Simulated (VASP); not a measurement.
A run of VASP 6.6.1 is set up as follows.

INCAR

```
SYSTEM = Cu2Te
PREC     = Accurate       ! precision mode
ENCUT    = 520            ! plane-wave cutoff, eV
EDIFF    = 1E-6           ! SCF threshold, eV
ISMEAR   = -1             ! smearing method
SIGMA    = 0.1            ! smearing width, eV
LREAL    = .False.        ! projectors in reciprocal space
LASPH    = .True.         ! aspherical terms in the spheres
NELM     = 80             ! most SCF steps
ALGO     = Normal         ! electronic algorithm
ISIF     = 2              ! what is computed and relaxed
LWAVE    = .False.        ! write WAVECAR
LCHARG   = .False.        ! write CHGCAR
NBANDS   = 37             ! bands
```

File KPOINTS:

```
Automatic mesh
0
Gamma
  6 6 3
  0 0 0
```

POSCAR

```
Cu2Te
1.0
    4.3040142300      0.0000000000      0.0000000000
   -2.1520071200      3.7273856600      0.0000000000
    0.0000000000      0.0000000000      8.5234770000
Cu Te
4 2
Direct
    0.6666666720      0.3333333315      0.1519539995
    0.3333333317      0.6666666711      0.1519539995
    0.3333333317      0.6666666711      0.8480460005
    0.6666666720      0.3333333315      0.8480460005
    0.0000000000      0.0000000000      0.2661880005
    0.0000000000      0.0000000000      0.7338119995
```

Potentials or basis: VASP PAW LDA potentials, release 64 (Cu, Te).

Run with:

```sh
$ cat potpaw_LDA.64/Cu/POTCAR potpaw_LDA.64/Te/POTCAR > POTCAR
$ mpirun -np 1 vasp_std > vasp.out
```

Task: What does it give for the pressure?

Result: -5.3 GPa.

Task: What does it give for the largest force?

Result: 0.397 eV/Å.

Task: Predict the band gap on the k mesh.

Result: Zero (bands 28 and 29 overlap by 0.83 eV).

Stress tensor (GPa, compression positive):
```
-6.57  0.00  0.00
 0.00 -6.57  0.00
 0.00  0.00 -2.81
```

Caveat: the cell stands under tension; spin-orbit coupling is left out, which moves the levels of the heavy elements.
